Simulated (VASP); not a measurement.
# Na (Im-3m) in VASP: a series of runs

Runs on Na. Level: LDA. Tasks: single point.

All numbers are computed with VASP 6.6.1; they aren't measurements. Logs are shortened: lines on timing, memory, paths and dates and some standing lists are left out, and cuts for length are marked.

## 1. The cell of the first run

Symmetry: Im-3m, No. 229, cubic system. The conventional cell has a = 4.057 Å, b = 4.057 Å, c = 4.057 Å, α = 90.00°, β = 90.00°, γ = 90.00°. Na (site symmetry m-3m) has 14 Na at 3.51 to 4.06 Å within 4.6 Å.

## 2. Single point, LDA

INCAR

```
ALGO = Normal
EDIFF = 1E-6
ENCUT = 520
GGA = CA
ISIF = 2
ISMEAR = -1
LASPH = T
LCHARG = F
LREAL = F
LWAVE = F
NBANDS = 10
NELM = 100
PREC = Accurate
SIGMA = 0.3
```

KPOINTS

```
k-points
0
Gamma
  11 11 11
```

POSCAR

```
Na
1.0
   -2.0287155323      2.0287155323      2.0287155323
    2.0287155323     -2.0287155323      2.0287155323
    2.0287155323      2.0287155323     -2.0287155323
Na
1
Direct
    0.0000000000      0.0000000000      0.0000000000
```

Potentials or basis: VASP PAW LDA potentials, release 64 (Na_pv).

Command:

```
cat potpaw_LDA.64/Na_pv/POTCAR > POTCAR
mpirun -np 1 vasp_std > vasp.out
```

OUTCAR:

```text
EDIFF = 1E-6
   ENCUT = 520
   GGA = CA
   ISIF = 2
   ISMEAR = -1
   LASPH = T
   LREAL = F
   NELM = 100
   PREC = Accurate

 ion  position               nearest neighbor table
   1  0.000  0.000  0.000-

  LATTYP: Found a body centered cubic cell.
 ALAT       =     4.0574310646

  Lattice vectors:

 A1 = (  -2.0287155323,   2.0287155323,   2.0287155323)
 A2 = (   2.0287155323,  -2.0287155323,   2.0287155323)
 A3 = (   2.0287155323,   2.0287155323,  -2.0287155323)

Analysis of symmetry for initial positions (statically):
=====================================================================
 Subroutine PRICEL returns:
 Original cell was already a primitive cell.

 Routine SETGRP: Setting up the symmetry group for a
 body centered cubic supercell.

 Subroutine GETGRP returns: Found 48 space group operations
 (whereof 48 operations were pure point group operations)
 out of a pool of 48 trial point group operations.

The static configuration has the point symmetry O_h .

Analysis of symmetry for dynamics (positions and initial velocities):
=====================================================================
 Subroutine PRICEL returns:
 Original cell was already a primitive cell.

 Routine SETGRP: Setting up the symmetry group for a
 body centered cubic supercell.

 Subroutine GETGRP returns: Found 48 space group operations
 (whereof 48 operations were pure point group operations)
 out of a pool of 48 trial point group operations.

The dynamic configuration has the point symmetry O_h .

 Subroutine INISYM returns: Found 48 space group operations
 (whereof 48 operations are pure point group operations),
 and found     1 'primitive' translations

----------------------------------------------------------------------------------------

                                     Primitive cell

  volume of cell :      33.3982

  direct lattice vectors                    reciprocal lattice vectors
    -2.028715532  2.028715532  2.028715532     0.000000000  0.246461365  0.246461365
     2.028715532 -2.028715532  2.028715532     0.246461365  0.000000000  0.246461365
     2.028715532  2.028715532 -2.028715532     0.246461365  0.246461365  0.000000000

  length of vectors
     3.513838376  3.513838376  3.513838376     0.348549005  0.348549005  0.348549005

  position of ions in fractional coordinates (direct lattice)
     0.000000000  0.000000000  0.000000000

  ion indices of the primitive-cell ions
   primitive index   ion index
                 1           1

----------------------------------------------------------------------------------------

 KPOINTS: k-points

Automatic generation of k-mesh.
 Grid dimensions read from file:
 generate k-points for:   11   11   11

 Generating k-lattice:

  Cartesian coordinates                     Fractional coordinates (reciprocal lattice)
     0.000000000  0.022405579  0.022405579     0.090909091  0.000000000  0.000000000
     0.022405579  0.000000000  0.022405579     0.000000000  0.090909091  0.000000000
     0.022405579  0.022405579  0.000000000     0.000000000  0.000000000  0.090909091

  Length of vectors
     0.031686273  0.031686273  0.031686273

  Shift w.r.t. Gamma in fractional coordinates (k-lattice)
     0.000000000  0.000000000  0.000000000

 Subroutine IBZKPT returns following result:
 ===========================================

 Found     56 irreducible k-points:

 Following reciprocal coordinates:
            Coordinates               Weight
  0.000000  0.000000  0.000000      1.000000
  0.090909  0.000000  0.000000     12.000000
  0.181818  0.000000  0.000000     12.000000
  0.272727  0.000000  0.000000     12.000000
  0.363636  0.000000  0.000000     12.000000
  0.454545  0.000000  0.000000     12.000000
[... 16 lines left out ...]
  0.272727  0.181818  0.090909     48.000000
  0.363636  0.181818  0.090909     24.000000
 [... further k-points ...]
   k-points           NKPTS =     56   k-points in BZ     NKDIM =     56   number of bands    NBANDS=     10
   number of dos      NEDOS =    301   number of ions     NIONS =      1
   total plane-waves  NPLWV =  21952
   dimension x,y,z NGX =    28 NGY =   28 NGZ =   28
   dimension x,y,z NGXF=    56 NGYF=   56 NGZF=   56
   ions per type =               1
   NGX,Y,Z   is equivalent  to a cutoff of  13.25, 13.25, 13.25 a.u.
   NGXF,Y,Z  is equivalent  to a cutoff of  26.49, 26.49, 26.49 a.u.
 SYSTEM =  unknown system
   PREC   = accura    normal or accurate (medium, high low for compatibility)
   ISTART =      0    job   : 0-new  1-cont  2-samecut
   ICHARG =      2    charge: 1-file 2-atom 10-const
   ISPIN  =      1    spin polarized calculation?
   LNONCOLLINEAR =      F non collinear calculations
   LSORBIT =      F    spin-orbit coupling
   LASPH  =      T    aspherical Exc in radial PAW
   ENCUT  =  520.0 eV  38.22 Ry    6.18 a.u.   6.53  6.53  6.53*2*pi/ulx,y,z
   NELM   =    100;   NELMIN=  2; NELMDL= -5     # of ELM steps
   EDIFF  = 0.1E-05   stopping-criterion for ELM
   LREAL  =      F    real-space projection
   EDIFFG = 0.1E-04   stopping-criterion for IOM
   NSW    =      0    number of steps for IOM
   IBRION =     -1    ionic relax: 0-MD 1-quasi-New 2-CG
   NFREE  =      0    steps in history (QN), initial steepest desc. (CG)
   ISIF   =      2    stress and relaxation
   ISYM   =      2    0-nonsym 1-usesym 2-fastsym
   POTIM  = 0.5000    time-step for ionic-motion
   TEBEG  =    0.0;   TEEND  =   0.0 temperature during run
   PSTRESS=    0.0 pullay stress
   NELECT =       7.0000    total number of electrons
   NUPDOWN=      -1.0000    fix difference up-down
   EMIN   =  10.00;   EMAX   =-10.00  energy-range for DOS
   EFERMI =   0.00;   METHOD = LEGACY
   ISMEAR =    -1;   SIGMA  =   0.30  broadening in eV -4-tet -1-fermi 0-gaus
   EFERMI_NEDOS =   21; number of points for ismear=-14 and -15
   IALGO  =     38    algorithm
   IMIX   =      4    mixing-type and parameters
     AMIX     =   0.40;   BMIX     =  1.00
     AMIX_MAG =   1.60;   BMIX_MAG =  1.00
  volume/ion in A,a.u.               =      33.40       225.38
  Fermi-wavevector in a.u.,A,eV,Ry     =   0.972448  1.837660 12.866417  0.945655
  Thomas-Fermi vector in A             =   2.102747
   LORBIT       =      0    0 simple, 1 ext, 2 COOP (PROOUT), +10 PAW based schemes
   GGA     = CA    functional components
   LHFCALC =     F    Hartree Fock is set to
   AEXX    =    0.0000 exact exchange contribution
   IVDW    =     0    specifies the selected vdW correction
   LEPSILON=     F    determine dielectric tensor
   LRPA    =     F    only Hartree local field effects (RPA)
 non-spin polarized calculation
  energy-cutoff  :      520.00
  volume of cell :       33.40
 maximum number of plane-waves:       935
 NGX is ok and might be reduce to    28
   NGX = 13   NGY = 13   NGZ = 13

 number of electron       7.0000010 magnetization

 Free energy of the ion-electron system (eV)
  ---------------------------------------------------
  ext. energy  EPLUGINS =         0.00000000
  ---------------------------------------------------
  free energy    TOTEN  =        -1.52037040 eV

  energy without entropy =       -1.38949103  energy(sigma->0) =       -1.45493071

 E-fermi :   0.4476     XC(G=0):  -7.0279

 val. band max:        0.4325477603   @ k =  -0.3636   0.4545   0.0909
 cond. band min:       0.5769134930   @ k =   0.1818   0.1818   0.1818
 fundamental gap:      0.1443657327
 Fermi energy:         0.4475898503

 k-point     1 :       0.0000    0.0000    0.0000
  band No.  band energies     occupation
      1     -24.3999      2.00000
      2     -24.3999      2.00000
      3     -24.3999      2.00000
      4      -3.0433      1.99998
      5      12.7853      0.00000
      6      12.7853      0.00000
      7      12.7853      0.00000
      8      13.9576      0.00000
      9      13.9576      0.00000
     10      14.6642      0.00000

 k-point     2 :       0.0909    0.0000    0.0000
  band No.  band energies     occupation
      1     -24.4042      2.00000
      2     -24.4013      2.00000
      3     -24.3999      2.00000
      4      -2.8865      1.99997
      5      11.0784      0.00000
      6      11.9688      0.00000
      7      12.2950      0.00000
      8      12.9773      0.00000
      9      13.3189      0.00000
     10      15.0024      0.00000

 k-point     3 :       0.1818    0.0000    0.0000
  band No.  band energies     occupation
      1     -24.4155      2.00000
      2     -24.4050      2.00000
      3     -24.3999      2.00000
      4      -2.4195      1.99986
      5       8.5957      0.00000
      6      10.8781      0.00000
      7      11.5263      0.00000
      8      11.9439      0.00000
      9      12.8935      0.00000
     10      15.1994      0.00000

 k-point     4 :       0.2727    0.0000    0.0000
  band No.  band energies     occupation
      1     -24.4302      2.00000
      2     -24.4099      2.00000
      3     -24.3999      2.00000
      4      -1.6514      1.99817
      5       6.2861      0.00000
      6      10.0131      0.00000
      7      10.8915      0.00000
      8      11.1622      0.00000
      9      12.3193      0.00000
     10      15.8631      0.00000
[... 222 lines left out ...]
 k-point    22 :       0.1818    0.1818    0.0909
  band No.  band energies     occupation
      1     -24.4403      2.00000
      2     -24.4128      2.00000
      3     -24.4065      2.00000
      4      -0.4484      1.90393
      5       5.4952      0.00000
      6       6.1406      0.00000
      7       8.0042      0.00000
      8      14.7442      0.00000
      9      15.3727      0.00000
     10      16.6611      0.00000

 k-point    23 :       0.2727    0.1818    0.0909
  band No.  band energies     occupation
      1     -24.4427      2.00000
      2     -24.4198      2.00000
      3     -24.4076      2.00000
      4       0.7204      0.57420
      5       3.8544      0.00002
      6       5.5033      0.00000
      7       7.5087      0.00000
      8      14.6862      0.00000
      9      15.8856      0.00000
     10      16.7973      0.00000

 k-point    24 :       0.3636    0.1818    0.0909
  band No.  band energies     occupation
      1     -24.4428      2.00000
      2     -24.4234      2.00000
      3     -24.4079      2.00000
      4       1.9163      0.01484
      5       2.4407      0.00260
      6       5.3419      0.00000
      7       7.3508      0.00000
      8      14.5965      0.00000
      9      16.0242      0.00000
     10      17.1955      0.00000

 [... further k-points ...]
[... 5 lines left out ...]
  --------------------------------------------------------------------------------------
  -------------------------------------------------------------------------------------
  Total        0.0223488      0.0223488      0.0223488      0.0000000     -0.0000000      0.0000000
  in kB        1.0721172      1.0721172      1.0721172      0.0000000     -0.0000000      0.0000000
  external PRESSURE =       1.0721172 kB  Pullay stress =       0.0000000 kB

 VOLUME and BASIS-vectors are now :
 -----------------------------------------------------------------------------
  energy-cutoff  :      520.00
  volume of cell :       33.40
      direct lattice vectors                 reciprocal lattice vectors
    -2.028715532  2.028715532  2.028715532     0.000000000  0.246461365  0.246461365
     2.028715532 -2.028715532  2.028715532     0.246461365  0.000000000  0.246461365
     2.028715532  2.028715532 -2.028715532     0.246461365  0.246461365  0.000000000

 POSITION                                       TOTAL-FORCE (eV/Angst)
 -----------------------------------------------------------------------------------
      0.00000      0.00000      0.00000         0.000000     -0.000000      0.000000
 -----------------------------------------------------------------------------------
    total drift:                               -0.000000     -0.000000     -0.000000

  FREE ENERGIE OF THE ION-ELECTRON SYSTEM (eV)
  ---------------------------------------------------
  free  energy   TOTEN  =        -1.5203704006 eV

  energy  without entropy=       -1.3894910251  energy(sigma->0) =       -1.45493071
```

Run time: 11 s. Hardware: 1 thread of Intel Xeon Platinum 8488C (Sapphire Rapids), shared host; peak memory 0.13 GiB.

Results:

- Free energy: -1.5204 eV
- Pressure: 0.1 GPa

Levels at points of the mesh, in eV from the Fermi level:
```tsv
k point	band 1	band 2	band 3	band 4	band 5	band 6
(0.00, 0.00, 0.00)	-24.85	-24.85	-24.85	-3.49	12.34	12.34
```

(Continued in part 2 of 3.)
